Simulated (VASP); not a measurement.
Runs of VASP 6.6.1 on NaH. The structure is that of space group Fm-3m (No. 225), or close to it. The cells are those of the table. 

```tsv
task	cell	k mesh	k mesh for the DOS	occupations for the DOS	gap on the mesh (eV)	pressure (GPa)
electric field gradients	a = 3.451, b = 3.451, c = 3.399 Å, angles 60.5, 60.5, 61.0°, 2 atoms	9 × 9 × 9	-	-	3.90	-0.7
single point	a = 3.451 Å, angles 60.0°, 2 atoms	7 × 7 × 7	-	-	4.18	-0.7
electric field gradients	a = 3.469, b = 3.469, c = 3.417 Å, angles 60.5, 60.5, 59.0°, 2 atoms	9 × 9 × 9	-	-	3.97	-0.7
electric field gradients	a = 3.451 Å, angles 60.0°, 2 atoms	7 × 7 × 7	-	-	4.18	-0.7
electric field gradients	a = 3.451 Å, angles 60.0°, 2 atoms	13 × 13 × 13	-	-	(b)	-0.7
single point	a = 3.518 Å, angles 60.0°, 2 atoms	9 × 9 × 9	-	-	3.90	(a)
electric field gradients	a = 3.428 Å, angles 60.0°, 2 atoms	9 × 9 × 9	-	-	4.05	-0.2
electric field gradients	a = 3.451 Å, angles 60.0°, 2 atoms	9 × 9 × 9	-	-	4.00	-0.6
electric field gradients	a = 3.451 Å, angles 60.0°, 2 atoms	3 × 3 × 3	-	-	5.76	-0.8
single point	a = 3.428 Å, angles 60.0°, 2 atoms	9 × 9 × 9	-	-	4.05	-0.2
electric field gradients	a = 3.381 Å, angles 60.0°, 2 atoms	9 × 9 × 9	-	-	(c)	0.7
```

Alike in all rows: level PBE; potentials or basis VASP PAW PBE potentials, release 64 (Na_pv, H); no spin polarisation; cutoff (eV) 520; smearing fermi-dirac 0.02 eV.

Task: Estimate the missing entries.

Result: (a) -1.8; (b) 3.86; (c) 4.13.

Caveats: some runs use coarse meshes.

A k mesh can miss the band edges.
